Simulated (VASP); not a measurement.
# BaO (Fm-3m) in VASP: relaxation of volume and atoms at fixed shape with PBEsol

Aim: the relaxation of volume and atoms at fixed shape of BaO with PBEsol.

All numbers are computed with VASP 6.6.1; they aren't measurements. Logs are shortened: lines on timing, memory, paths and dates and some standing lists are left out, and cuts for length are marked.

## Step 1: The cell of the first run

It takes space group Fm-3m (No. 225, cubic). Conventional cell: a = 5.500 Å, b = 5.500 Å, c = 5.500 Å, α = 90.00°, β = 90.00°, γ = 90.00°. Within 3.6 Å of Ba (site symmetry m-3m) lie 6 O at 2.75 Å. Within 3.6 Å of O (site symmetry m-3m) lie 6 Ba at 2.75 Å.

## Step 2: Relaxation of volume and atoms at fixed shape, PBEsol

File INCAR:

```
PREC     = Accurate       # precision mode
ENCUT    = 1340           # plane-wave cutoff, eV
EDIFF    = 1E-7           # SCF threshold, eV
ISMEAR   = 0              # smearing method
SIGMA    = 0.01           # smearing width, eV
LREAL    = F              # projectors in reciprocal space
LASPH    = T              # aspherical terms in the spheres
NELM     = 120            # most SCF steps
ALGO     = Normal         # electronic algorithm
ISIF     = 8              # what is computed and relaxed
LWAVE    = F              # write WAVECAR
LCHARG   = F              # write CHGCAR
GGA      = PS             # functional
IBRION   = 2              # ionic algorithm
NSW      = 60             # ionic steps
EDIFFG   = -0.02          # ionic threshold
GGA_COMPAT= F            
NELMIN   = 4
```

File KPOINTS:

```
regular mesh
0
Gamma
  5 5 5
```

File POSCAR:

```
BaO
1.0
    0.0000000000      2.7500000000      2.7500000000
    2.7500000000      0.0000000000      2.7500000000
    2.7500000000      2.7500000000      0.0000000000
Ba O
1 1
Direct
    0.0000000000      0.0000000000      0.0000000000
    0.5000000000      0.5000000000      0.5000000000
```

Potentials or basis: VASP PAW PBE potentials, release 64 (Ba_sv, O_h).

Run with:

```bash
> cat potpaw_PBE.64/Ba_sv/POTCAR potpaw_PBE.64/O_h/POTCAR > POTCAR
> mpirun -np 1 vasp_std > vasp.out
```

OUTCAR:

```text
PREC = Accurate
   ENCUT = 1340
   EDIFF = 1E-7
   ISMEAR = 0
   LREAL = F
   LASPH = T
   NELM = 120
   ISIF = 8
   GGA = PS
   IBRION = 2
   NSW = 60
   EDIFFG = -0.02
   NELMIN = 4

 ion  position               nearest neighbor table
   1  0.000  0.000  0.000-   2 2.75   2 2.75   2 2.75   2 2.75   2 2.75   2 2.75
   2  0.500  0.500  0.500-   1 2.75   1 2.75   1 2.75   1 2.75   1 2.75   1 2.75

  LATTYP: Found a face centered cubic cell.
 ALAT       =     5.5000000000

  Lattice vectors:

 A1 = (   0.0000000000,   2.7500000000,   2.7500000000)
 A2 = (   2.7500000000,   0.0000000000,   2.7500000000)
 A3 = (   2.7500000000,   2.7500000000,   0.0000000000)

Analysis of symmetry for initial positions (statically):
=====================================================================
 Subroutine PRICEL returns:
 Original cell was already a primitive cell.

 Routine SETGRP: Setting up the symmetry group for a
 face centered cubic supercell.

 Subroutine GETGRP returns: Found 48 space group operations
 (whereof 48 operations were pure point group operations)
 out of a pool of 48 trial point group operations.

The static configuration has the point symmetry O_h .

Analysis of symmetry for dynamics (positions and initial velocities):
=====================================================================
 Subroutine PRICEL returns:
 Original cell was already a primitive cell.

 Routine SETGRP: Setting up the symmetry group for a
 face centered cubic supercell.

 Subroutine GETGRP returns: Found 48 space group operations
 (whereof 48 operations were pure point group operations)
 out of a pool of 48 trial point group operations.

The dynamic configuration has the point symmetry O_h .

 Subroutine INISYM returns: Found 48 space group operations
 (whereof 48 operations are pure point group operations),
 and found     1 'primitive' translations

----------------------------------------------------------------------------------------

                                     Primitive cell

  volume of cell :      41.5938

  direct lattice vectors                    reciprocal lattice vectors
     0.000000000  2.750000000  2.750000000    -0.181818182  0.181818182  0.181818182
     2.750000000  0.000000000  2.750000000     0.181818182 -0.181818182  0.181818182
     2.750000000  2.750000000  0.000000000     0.181818182  0.181818182 -0.181818182

  length of vectors
     3.889087297  3.889087297  3.889087297     0.314918329  0.314918329  0.314918329

  position of ions in fractional coordinates (direct lattice)
     0.000000000  0.000000000  0.000000000
     0.500000000  0.500000000  0.500000000

  ion indices of the primitive-cell ions
   primitive index   ion index
                 1           1
                 2           2

----------------------------------------------------------------------------------------

 KPOINTS: regular mesh

Automatic generation of k-mesh.
 Grid dimensions read from file:
 generate k-points for:    5    5    5

 Generating k-lattice:

  Cartesian coordinates                     Fractional coordinates (reciprocal lattice)
    -0.036363636  0.036363636  0.036363636     0.200000000  0.000000000  0.000000000
     0.036363636 -0.036363636  0.036363636     0.000000000  0.200000000  0.000000000
     0.036363636  0.036363636 -0.036363636     0.000000000  0.000000000  0.200000000

  Length of vectors
     0.062983666  0.062983666  0.062983666

  Shift w.r.t. Gamma in fractional coordinates (k-lattice)
     0.000000000  0.000000000  0.000000000

 Subroutine IBZKPT returns following result:
 ===========================================

 Found     10 irreducible k-points:

 Following reciprocal coordinates:
            Coordinates               Weight
  0.000000  0.000000  0.000000      1.000000
  0.200000  0.000000  0.000000      8.000000
  0.400000  0.000000  0.000000      8.000000
  0.200000  0.200000  0.000000      6.000000
  0.400000  0.200000  0.000000     24.000000
 -0.400000  0.200000  0.000000     24.000000
 -0.200000  0.200000  0.000000     12.000000
  0.400000  0.400000  0.000000      6.000000
 -0.400000  0.400000  0.000000     12.000000
 -0.400000  0.400000  0.200000     24.000000
   k-points           NKPTS =     10   k-points in BZ     NKDIM =     10   number of bands    NBANDS=     12
   number of dos      NEDOS =    301   number of ions     NIONS =      2
   total plane-waves  NPLWV = 110592
   dimension x,y,z NGX =    48 NGY =   48 NGZ =   48
   dimension x,y,z NGXF=    96 NGYF=   96 NGZF=   96
   ions per type =               1   1
   NGX,Y,Z   is equivalent  to a cutoff of  20.52, 20.52, 20.52 a.u.
   NGXF,Y,Z  is equivalent  to a cutoff of  41.04, 41.04, 41.04 a.u.
 SYSTEM =  unknown system
   PREC   = accura    normal or accurate (medium, high low for compatibility)
   ISTART =      0    job   : 0-new  1-cont  2-samecut
   ICHARG =      2    charge: 1-file 2-atom 10-const
   ISPIN  =      1    spin polarized calculation?
   LNONCOLLINEAR =      F non collinear calculations
   LSORBIT =      F    spin-orbit coupling
   LASPH  =      T    aspherical Exc in radial PAW
   ENCUT  = 1340.0 eV  98.49 Ry    9.92 a.u.  11.61 11.61 11.61*2*pi/ulx,y,z
   NELM   =    120;   NELMIN=  4; NELMDL= -5     # of ELM steps
   EDIFF  = 0.1E-06   stopping-criterion for ELM
   LREAL  =      F    real-space projection
   EDIFFG = -.2E-01   stopping-criterion for IOM
   NSW    =     60    number of steps for IOM
   IBRION =      2    ionic relax: 0-MD 1-quasi-New 2-CG
   NFREE  =      1    steps in history (QN), initial steepest desc. (CG)
   ISIF   =      8    stress and relaxation
   ISYM   =      2    0-nonsym 1-usesym 2-fastsym
   POTIM  = 0.5000    time-step for ionic-motion
   TEBEG  =    0.0;   TEEND  =   0.0 temperature during run
   PSTRESS=    0.0 pullay stress
   NELECT =      16.0000    total number of electrons
   NUPDOWN=      -1.0000    fix difference up-down
   EMIN   =  10.00;   EMAX   =-10.00  energy-range for DOS
   EFERMI =   0.00;   METHOD = LEGACY
   ISMEAR =     0;   SIGMA  =   0.01  broadening in eV -4-tet -1-fermi 0-gaus
   EFERMI_NEDOS =   21; number of points for ismear=-14 and -15
   IALGO  =     38    algorithm
   IMIX   =      4    mixing-type and parameters
     AMIX     =   0.40;   BMIX     =  1.00
     AMIX_MAG =   1.60;   BMIX_MAG =  1.00
  volume/ion in A,a.u.               =      20.80       140.34
  Fermi-wavevector in a.u.,A,eV,Ry     =   1.190617  2.249940 19.287200  1.417569
  Thomas-Fermi vector in A             =   2.326698
   LORBIT       =      0    0 simple, 1 ext, 2 COOP (PROOUT), +10 PAW based schemes
   GGA     = PS    functional components
   LHFCALC =     F    Hartree Fock is set to
   AEXX    =    0.0000 exact exchange contribution
   IVDW    =     0    specifies the selected vdW correction
   LEPSILON=     F    determine dielectric tensor
   LRPA    =     F    only Hartree local field effects (RPA)
 conjugate gradient relaxation of ions
 non-spin polarized calculation
 Gauss-broadening in eV      SIGMA  =   0.01
  energy-cutoff  :     1340.00
  volume of cell :       41.59
 maximum number of plane-waves:      4675
 NGX is ok and might be reduce to    48
   NGX = 23   NGY = 23   NGZ = 23

--------------------------------------- Ionic step        1  -------------------------------------------

 number of electron      16.0000000 magnetization

 Free energy of the ion-electron system (eV)
  ---------------------------------------------------
  ext. energy  EPLUGINS =         0.00000000
  ---------------------------------------------------
  free energy    TOTEN  =       -12.40109694 eV

  energy without entropy =      -12.40109694  energy(sigma->0) =      -12.40109694

------------------------ aborting loop because EDIFF is reached ----------------------------------------

  FORCE on cell =-STRESS in cart. coord.  units (eV):
  Direction    XX          YY          ZZ          XY          YZ          ZX
  --------------------------------------------------------------------------------------
  -------------------------------------------------------------------------------------
  Total        0.3652406      0.3652406      0.3652406      0.0000000     -0.0000000     -0.0000000
  in kB       14.0689461     14.0689461     14.0689461      0.0000000     -0.0000000     -0.0000000
  external PRESSURE =      14.0689461 kB  Pullay stress =       0.0000000 kB

 VOLUME and BASIS-vectors are now :
 -----------------------------------------------------------------------------
  energy-cutoff  :     1340.00
  volume of cell :       41.59
      direct lattice vectors                 reciprocal lattice vectors
     0.000000000  2.750000000  2.750000000    -0.181818182  0.181818182  0.181818182
     2.750000000  0.000000000  2.750000000     0.181818182 -0.181818182  0.181818182
     2.750000000  2.750000000  0.000000000     0.181818182  0.181818182 -0.181818182

 POSITION                                       TOTAL-FORCE (eV/Angst)
 -----------------------------------------------------------------------------------
      0.00000      0.00000      0.00000        -0.000000      0.000000     -0.000000
      2.75000      2.75000      2.75000         0.000000     -0.000000      0.000000
 -----------------------------------------------------------------------------------
    total drift:                               -0.000000     -0.000000     -0.000000

  FREE ENERGIE OF THE ION-ELECTRON SYSTEM (eV)
  ---------------------------------------------------
  free  energy   TOTEN  =       -12.4010969421 eV
[... 17 lines left out ...]
 VOLUME and BASIS-vectors are now :
 -----------------------------------------------------------------------------
  energy-cutoff  :     1340.00
  volume of cell :       42.70
      direct lattice vectors                 reciprocal lattice vectors
     0.000000000  2.774227743  2.774227743    -0.180230337  0.180230337  0.180230337
     2.774227743  0.000000000  2.774227743     0.180230337 -0.180230337  0.180230337
     2.774227743  2.774227743  0.000000000     0.180230337  0.180230337 -0.180230337

 POSITION                                       TOTAL-FORCE (eV/Angst)
 -----------------------------------------------------------------------------------
      2.77423      0.00000      2.77423         0.000000      0.000000      0.000000
      2.77423      2.77423      2.77423        -0.000000     -0.000000     -0.000000
 -----------------------------------------------------------------------------------
    total drift:                               -0.000000     -0.000000     -0.000000

  FREE ENERGIE OF THE ION-ELECTRON SYSTEM (eV)
  ---------------------------------------------------
  free  energy   TOTEN  =       -12.4034316865 eV

  energy  without entropy=      -12.4034316865  energy(sigma->0) =      -12.40343169

--------------------------------------- Ionic step        3  -------------------------------------------

 number of electron      15.9999999 magnetization

 Free energy of the ion-electron system (eV)
  ---------------------------------------------------
  ext. energy  EPLUGINS =         0.00000000
  ---------------------------------------------------
  free energy    TOTEN  =       -12.40423936 eV

  energy without entropy =      -12.40423936  energy(sigma->0) =      -12.40423936

 E-fermi :   1.8766     XC(G=0):  -9.8741

 val. band max:        1.8143581255   @ k =  -0.4000   0.4000   0.0000
 cond. band min:       3.9394690762   @ k =   0.4000   0.4000   0.0000
 fundamental gap:      2.1251109506
 Fermi energy:         1.8766394882

 k-point     1 :       0.0000    0.0000    0.0000
  band No.  band energies     occupation
      1     -23.9272      2.00000
      2     -13.0232      2.00000
      3      -8.4094      2.00000
      4      -8.4094      2.00000
      5      -8.4094      2.00000
      6       1.5514      2.00000
      7       1.5514      2.00000
      8       1.5514      2.00000
      9       5.2979      0.00000
     10       6.5461      0.00000
     11       6.5461      0.00000
     12       6.5461      0.00000

 k-point     2 :       0.2000    0.0000    0.0000
  band No.  band energies     occupation
      1     -23.8381      2.00000
      2     -13.2831      2.00000
      3      -8.4941      2.00000
      4      -8.4533      2.00000
      5      -8.4533      2.00000
      6       0.8115      2.00000
      7       1.0925      2.00000
      8       1.0925      2.00000
      9       6.2584      0.00000
     10       6.9062      0.00000
     11       7.2721      0.00000
     12       7.2721      0.00000
[... 131 lines left out ...]
 VOLUME and BASIS-vectors are now :
 -----------------------------------------------------------------------------
  energy-cutoff  :     1340.00
  volume of cell :       42.32
      direct lattice vectors                 reciprocal lattice vectors
     0.000000000  2.765971843  2.765971843    -0.180768290  0.180768290  0.180768290
     2.765971843  0.000000000  2.765971843     0.180768290 -0.180768290  0.180768290
     2.765971843  2.765971843  0.000000000     0.180768290  0.180768290 -0.180768290

 POSITION                                       TOTAL-FORCE (eV/Angst)
 -----------------------------------------------------------------------------------
      0.00000      0.00000      0.00000         0.000000      0.000000      0.000000
      2.76597      2.76597      2.76597        -0.000000     -0.000000     -0.000000
 -----------------------------------------------------------------------------------
    total drift:                               -0.000000     -0.000000     -0.000000

  FREE ENERGIE OF THE ION-ELECTRON SYSTEM (eV)
  ---------------------------------------------------
  free  energy   TOTEN  =       -12.4042393562 eV

  energy  without entropy=      -12.4042393562  energy(sigma->0) =      -12.40423936

 reached required accuracy - stopping structural energy minimisation
```

It took 67 s on 1 thread of Intel Xeon Platinum 8259CL at 2.50GHz (Skylake/Cascade Lake), shared host; peak memory 0.36 GiB.

Results:

| Item | Value |
| --- | --- |
| Free energy | -12.4042 eV |
| Relaxed volume | 21.16 Å³/atom |
| Relaxed cell | a = 3.912 Å, b = 3.912 Å, c = 3.912 Å, α = 60.00°, β = 60.00°, γ = 60.00° |
| Space group after relaxing (to 0.1 Å) | Fm-3m (No. 225) |
| Energy gained by relaxing | 1.6 meV/atom |
| Ionic steps | 3 |
| Pressure after relaxing | 0.0 GPa |
| Band gap on the k mesh | 2.13 eV (least direct gap 2.24 eV) |

Step by step:
```tsv
step	energy change (eV)	largest force (eV/Å)	pressure (GPa)	volume (Å³)
1	0.0000	0.0000	1.41	41.59
2	-0.0023	0.0000	-0.67	42.70
3	-0.0031	0.0000	0.01	42.32
```

Final structure:
```yaml
crystal:
  lattice:
    - [0.00000, 2.76597, 2.76597]
    - [2.76597, 0.00000, 2.76597]
    - [2.76597, 2.76597, 0.00000]
  atoms:
    - { symbol: Ba, position: [0.00000, 0.00000, 0.00000] }
    - { symbol: O, position: [0.50000, 0.50000, 0.50000] }
```

Caveat: the PAW data sets were made with another functional, which shifts forces and pressure a little; spin-orbit coupling is left out, which moves the levels of the heavy elements; an odd mesh through Γ misses points on the zone boundary, where band edges can lie.
